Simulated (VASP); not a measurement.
# TaC3 (Cmmm) in VASP: a series of runs, part 2 of 2

VASP 6.6.1. Earlier steps stand in the parts before.

## (4) Single point, PBE

This run uses another cell than the first one, of 9.27 Å³/atom.

The input, INCAR:

```
SYSTEM = TaC3
ALGO = Normal
EDIFF = 1E-6
ENCUT = 520
GGA = PE
ISIF = 2
ISMEAR = 0
LASPH = .TRUE.
LCHARG = .TRUE.
LELF = .TRUE.
LREAL = .FALSE.
LVHAR = .TRUE.
LWAVE = .FALSE.
NBANDS = 20
NELM = 100
PREC = Accurate
SIGMA = 0.1
```

The input, KPOINTS:

```
k-points
0
G
  6 6 6
  0 0 0
```

The input, POSCAR:

```
TaC3
1.0
    2.1857878857     -2.8712880740      0.0000000000
    2.1857878857      2.8712880740      0.0000000000
    0.0000000000      0.0000000000      2.9556229096
Ta C
1 3
Direct
    0.0000000000      0.0000000000      0.0000000000
    0.5000000000      0.5000000000      0.0000000000
    0.0000000000      0.5000000000      0.5000000000
    0.5000000000      0.0000000000      0.5000000000
```

Run with:

```bash
$ cat potpaw_PBE.64/Ta_pv/POTCAR potpaw_PBE.64/C/POTCAR > POTCAR
$ mpirun -np 1 vasp_std > vasp.out
```

Run time: 15 s. Hardware: 1 thread of Intel Xeon 6975P-C (Granite Rapids), shared host; peak memory 0.17 GiB.

The run converged. Its results:

```
Free energy            : -31.6885 eV
Pressure               : 0.7 GPa
Band gap on the k mesh : zero (an odd number of electrons rules out a gap without spin polarisation)
```

Stress tensor (GPa, compression positive):
```
0.67 0.00 0.00
0.00 0.99 0.00
0.00 0.00 0.36
```

Levels at points of the mesh, in eV from the Fermi level:
```tsv
k point	band 8	band 9	band 10	band 11	band 12	band 13	band 14	band 15	band 16	band 17
(0.00, 0.00, 0.00)	-3.91	-2.76	-1.96	-1.90	1.68	2.06	2.17	2.43	3.89	3.99
(0.50, 0.00, 0.00)	-4.91	-3.61	-0.65	-0.47	0.18	0.94	1.45	2.02	3.27	4.31
(0.50, 0.50, 0.00)	-3.32	-1.54	-1.33	-1.31	0.39	0.71	0.96	2.48	5.23	5.28
(0.00, 0.00, 0.50)	-5.05	-4.94	-2.98	-1.36	-1.33	-0.86	-0.05	4.73	5.25	5.40
(0.50, 0.00, 0.50)	-5.87	-4.27	-1.31	-0.95	-0.79	0.84	2.41	3.11	4.42	4.96
(0.50, 0.50, 0.50)	-6.32	-4.59	-4.00	1.95	2.10	2.24	3.40	4.59	4.64	4.71
```

Caveat: spin-orbit coupling is left out, which moves the levels of the heavy elements.

## (5) Relaxation of cell and atoms, PBE

This run uses another cell than the first one, of 12.28 Å³/atom.

The input, INCAR:

```
PREC     = Accurate       # precision mode
ENCUT    = 600            # plane-wave cutoff, eV
EDIFF    = 1E-6           # SCF threshold, eV
ISMEAR   = 0              # smearing method
SIGMA    = 0.1            # smearing width, eV
LREAL    = False          # projectors in reciprocal space
LASPH    = True           # aspherical terms in the spheres
NELM     = 60             # most SCF steps
ALGO     = Normal         # electronic algorithm
ISIF     = 3              # what is computed and relaxed
LWAVE    = False          # write WAVECAR
LCHARG   = False          # write CHGCAR
GGA      = PE             # functional
IBRION   = 2              # ionic algorithm
NSW      = 90             # ionic steps
EDIFFG   = -0.04          # ionic threshold
```

The input, KPOINTS:

```
regular mesh
0
Gamma
  4 4 6
```

The input, POSCAR:

```
TaC3
1.0
    2.6374580500     -3.5928194000      0.0000000000
    2.6374580500      3.5928194000      0.0000000000
    0.0000000000      0.0000000000      2.5908144200
Ta C
1 3
Direct
    0.0000000000      0.0000000000      0.0000000000
    0.5000000000      0.5000000000      0.0000000000
    0.0000000000      0.5000000000      0.5000000000
    0.5000000000      0.0000000000      0.5000000000
```

Potentials or basis: VASP PAW PBE potentials, release 64 (Ta_pv, C).

Run with:

```bash
$ cat potpaw_PBE.64/Ta_pv/POTCAR potpaw_PBE.64/C/POTCAR > POTCAR
$ mpirun -np 1 vasp_std > vasp.out
```

OUTCAR:

```text
PREC = Accurate
   ENCUT = 600
   EDIFF = 1E-6
   ISMEAR = 0
   LREAL = False
   LASPH = True
   NELM = 60
   ISIF = 3
   GGA = PE
   IBRION = 2
   NSW = 90
   EDIFFG = -0.04

 ion  position               nearest neighbor table
   1  0.000  0.000  0.000-   3 2.58   4 2.58   3 2.58   4 2.58   3 2.58   3 2.58   4 2.58   4 2.58
                             2 2.64   2 2.64
   2  0.500  0.500  0.000-   1 2.64   1 2.64
   3  0.000  0.500  0.500-   1 2.58   1 2.58   1 2.58   1 2.58
   4  0.500  0.000  0.500-   1 2.58   1 2.58   1 2.58   1 2.58

  LATTYP: Found a base centered orthorhombic cell.
 ALAT       =     5.2749161000
 B/A-ratio  =     1.3622280741
 C/A-ratio  =     0.4911574650

  Lattice vectors:

 A1 = (   2.6374580500,  -3.5928194000,   0.0000000000)
 A2 = (   2.6374580500,   3.5928194000,   0.0000000000)
 A3 = (   0.0000000000,   0.0000000000,   2.5908144200)

Analysis of symmetry for initial positions (statically):
=====================================================================
 Subroutine PRICEL returns:
 Original cell was already a primitive cell.

 Routine SETGRP: Setting up the symmetry group for a
 base centered orthorhombic supercell.

 Subroutine GETGRP returns: Found  8 space group operations
 (whereof  8 operations were pure point group operations)
 out of a pool of  8 trial point group operations.

[... 357 lines left out ...]
--------------------------------------- Ionic step       17  -------------------------------------------

 number of electron      23.0000000 magnetization

 Free energy of the ion-electron system (eV)
  ---------------------------------------------------
  ext. energy  EPLUGINS =         0.00000000
  ---------------------------------------------------
  free energy    TOTEN  =       -31.72187408 eV

  energy without entropy =      -31.71449839  energy(sigma->0) =      -31.71818624

 E-fermi :   7.5761     XC(G=0): -12.9511

 val. band max:        7.5625360710   @ k =   0.5000   0.0000   0.3333
 cond. band min:       7.5927859188   @ k =   0.2500   0.2500   0.0000
 fundamental gap:      0.0302498478
 Fermi energy:         7.5761294110

 k-point     1 :       0.0000    0.0000    0.0000
  band No.  band energies     occupation
      1     -27.5340      2.00000
      2     -27.3985      2.00000
      3     -27.2286      2.00000
      4      -8.6015      2.00000
      5      -1.4448      2.00000
      6      -0.2720      2.00000
      7       1.6626      2.00000
      8       3.4192      2.00000
      9       4.4852      2.00000
     10       6.0060      2.00000
     11       6.0448      2.00000
     12       8.9659      0.00000
     13       9.4019      0.00000
     14       9.4935      0.00000
[... 401 lines left out ...]
      2     -27.5482      2.00000
      3     -27.3513      2.00000
      4      -4.6053      2.00000
      5      -2.6221      2.00000
      6      -2.4914      2.00000
      7      -0.4079      2.00000
      8       1.8769      2.00000
      9       3.3284      2.00000
     10       6.2911      2.00000
     11       6.3843      2.00000
     12       6.7933      2.00000
     13       8.0996      0.00000
     14       9.6880      0.00000
     15      11.1840      0.00000

 [... further k-points ...]
[... 5 lines left out ...]
  --------------------------------------------------------------------------------------
  -------------------------------------------------------------------------------------
  Total        0.0296548      0.0026244     -0.0445025      0.0000000      0.0000000      0.0000000
  in kB        1.2878519      0.1139705     -1.9326560      0.0000000      0.0000000      0.0000000
  external PRESSURE =      -0.1769446 kB  Pullay stress =       0.0000000 kB
[... 19 lines left out ...]
  FREE ENERGIE OF THE ION-ELECTRON SYSTEM (eV)
  ---------------------------------------------------
  free  energy   TOTEN  =       -31.7218740842 eV

  energy  without entropy=      -31.7144983859  energy(sigma->0) =      -31.71818624

 reached required accuracy - stopping structural energy minimisation
```

OSZICAR:

```text
N       E                     dE             d eps       ncg     rms          rms(c)
DAV:   1     0.128363802388E+03    0.12836E+03   -0.12900E+04   840   0.158E+03
DAV:   2    -0.236709904694E+02   -0.15203E+03   -0.15045E+03  1050   0.338E+02
DAV:   3    -0.299353077884E+02   -0.62643E+01   -0.61680E+01  1233   0.586E+01
[... 152 lines left out ...]
DAV:   1    -0.317230993896E+02   -0.17065E-02   -0.50542E-02   854   0.251E+00    0.361E-01
DAV:   2    -0.317221252825E+02    0.97411E-03   -0.36463E-03   994   0.554E-01    0.138E-01
DAV:   3    -0.317219132138E+02    0.21207E-03   -0.32168E-04  1050   0.157E-01    0.453E-02
DAV:   4    -0.317218745191E+02    0.38695E-04   -0.97183E-05  1057   0.910E-02    0.148E-02
DAV:   5    -0.317218740842E+02    0.43489E-06   -0.50394E-06  1120   0.184E-02
  17 F= -.31721874E+02 E0= -.31718186E+02  d E =-.340827E-03
```

CONTCAR:

```text
TaC3
   1.00000000000000
     2.2204761131428854   -2.7732621345133035    0.0000000000000000
     2.2204761131428854    2.7732621345133035    0.0000000000000000
     0.0000000000000000    0.0000000000000000    2.9955279176402754
  Ta              C
     1     3
Direct
     0.0000000000000000    0.0000000000000000    0.0000000000000000
     0.5000000000000000    0.5000000000000000    0.0000000000000000
     0.0000000000000000    0.5000000000000000    0.5000000000000000
     0.5000000000000000    0.0000000000000000    0.5000000000000000

  0.00000000E+00  0.00000000E+00  0.00000000E+00
  0.00000000E+00  0.00000000E+00  0.00000000E+00
  0.00000000E+00  0.00000000E+00  0.00000000E+00
  0.00000000E+00  0.00000000E+00  0.00000000E+00
```

Wall time 93 s (1 thread of Intel Xeon 6975P-C (Granite Rapids), shared host); peak memory 0.2 GiB.

What came out:

- Free energy: -31.7219 eV
- Relaxed volume: 9.22 Å³/atom
- Relaxed cell: a = 3.553 Å, b = 3.553 Å, c = 2.996 Å, α = 90.00°, β = 90.00°, γ = 102.63°
- Space group after relaxing (to 0.1 Å): Cmmm (No. 65)
- Energy gained by relaxing: 907.9 meV/atom
- Ionic steps: 17
- Pressure after relaxing: 0.0 GPa
- Band gap on the k mesh: zero (an odd number of electrons rules out a gap without spin polarisation)

Step by step:
```csv
step,energy change (eV),largest force (eV/Å),pressure (GPa),volume (Å³)
1,0.0000,0.0000,-33.01,49.10
2,-2.2594,0.0000,41.43,32.96
3,-2.4026,0.0000,15.14,35.53
4,-3.1387,0.0000,37.91,33.29
5,-3.3424,0.0000,27.57,34.04
6,-3.3715,0.0000,-20.18,40.76
7,-3.6224,0.0000,-0.81,37.29
8,-3.6224,0.0000,-0.44,37.22
9,-3.6253,0.0000,-0.16,37.15
10,-3.6279,0.0000,0.29,37.03
11,-3.6289,0.0000,1.28,36.78
12,-3.6302,0.0000,-1.17,37.08
13,-3.6304,0.0000,-0.59,37.01
14,-3.6312,0.0000,-0.79,37.01
15,-3.6313,0.0000,-0.88,37.02
16,-3.6312,0.0000,0.96,36.75
17,-3.6317,0.0000,-0.02,36.89
```

Final structure:
```
Ta C
1.0
     2.22048   -2.77326    0.00000
     2.22048    2.77326    0.00000
     0.00000    0.00000    2.99553
Ta C
1 3
Direct
  0.00000 0.00000 0.00000
  0.50000 0.50000 0.00000
  0.00000 0.50000 0.50000
  0.50000 0.00000 0.50000
```

Levels at points of the mesh, in eV from the Fermi level:
```csv
k point,band 8,band 9,band 10,band 11,band 12,band 13,band 14,band 15
"(0.00, 0.00, 0.00)",-4.16,-3.09,-1.57,-1.53,1.39,1.83,1.92,2.08
"(0.50, 0.00, 0.00)",-5.03,-4.00,-0.90,-0.66,-0.06,0.96,1.32,2.55
"(0.50, 0.50, 0.00)",-3.59,-2.08,-1.05,-1.03,0.20,0.58,0.89,2.35
"(0.00, 0.00, 0.50)",-5.28,-5.20,-2.50,-1.42,-1.03,-0.88,0.17,3.97
"(0.50, 0.00, 0.50)",-5.70,-4.25,-1.29,-1.19,-0.78,0.52,2.11,3.61
"(0.50, 0.50, 0.50)",-6.30,-4.66,-4.36,2.16,2.19,2.35,3.60,4.87
```

Caveat: the k points lie up to 0.45 Å⁻¹ apart in the final cell, too coarse for converged energies and pressures of a metal; the volume moved by over 15 % at a fixed basis, so the end points are rough; spin-orbit coupling is left out, which moves the levels of the heavy elements.

## (6) Summary

| task | cell | k mesh | cutoff (eV) | gap on the mesh (eV) | pressure (GPa) |
| --- | --- | --- | --- | --- | --- |
| single point | a = 3.550, b = 3.550, c = 2.994 Å, angles 90.0, 90.0, 102.6°, 4 atoms | 4 × 4 × 6 | 520 | none | 0.6 |
| single point | a = 4.457, b = 4.457, c = 2.591 Å, angles 90.0, 90.0, 107.4°, 4 atoms | 4 × 4 × 6 | 520 | none | -33.0 |
| single point | a = 3.609, b = 3.609, c = 2.956 Å, angles 90.0, 90.0, 105.4°, 4 atoms | 6 × 6 × 6 | 520 | none | 0.7 |
| relaxation of cell and atoms | relaxed from a = 4.457, b = 4.457, c = 2.591 Å, angles 90.0, 90.0, 107.4°, 4 atoms | 4 × 4 × 6 | 600 | none | 0.0 |

Alike in all rows: level PBE; potentials or basis VASP PAW PBE potentials, release 64 (Ta_pv, C); no spin polarisation; smearing gaussian 0.1 eV.

Caveats: some runs use coarse meshes; spin-orbit coupling is left out, which moves the levels of the heavy elements; the volume moved by over 15 % at a fixed basis, so the end points are rough (at least some runs).

Absolute energies hang on the potentials; compare differences alone.
